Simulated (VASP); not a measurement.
# Rh: single point with PBE

The system is Rh.

```xyz
1
Lattice="0.0000 1.9310 1.9310 1.9310 0.0000 1.9310 1.9310 1.9310 0.0000" Properties=species:S:1:pos:R:3 pbc="T T T"
Rh    0.0000    0.0000    0.0000
```

```yaml
Program: VASP 6.6.1
Task: single point
Functional: PBE
Potentials_or_basis: VASP PAW PBE potentials, release 64 (Rh_pv)
Cutoff: 500 eV
k_mesh: 13 × 13 × 13
Occupations: fermi-dirac, width 0.05 eV
Spin: no spin polarisation
```

```
Pressure : -5.8 GPa
```

Levels at points of the mesh, in eV from the Fermi level:
| k point | band 5 | band 6 | band 7 | band 8 | band 9 | band 10 |
| --- | --- | --- | --- | --- | --- | --- |
| (0.00, 0.00, 0.00) | -2.86 | -2.86 | -2.86 | -0.92 | -0.92 | 16.02 |

Wall time 9.5 s on 1 thread of Intel(R) Xeon(R) Platinum 8488C (Sapphire Rapids) (shared host), peak memory 0.13 GiB.
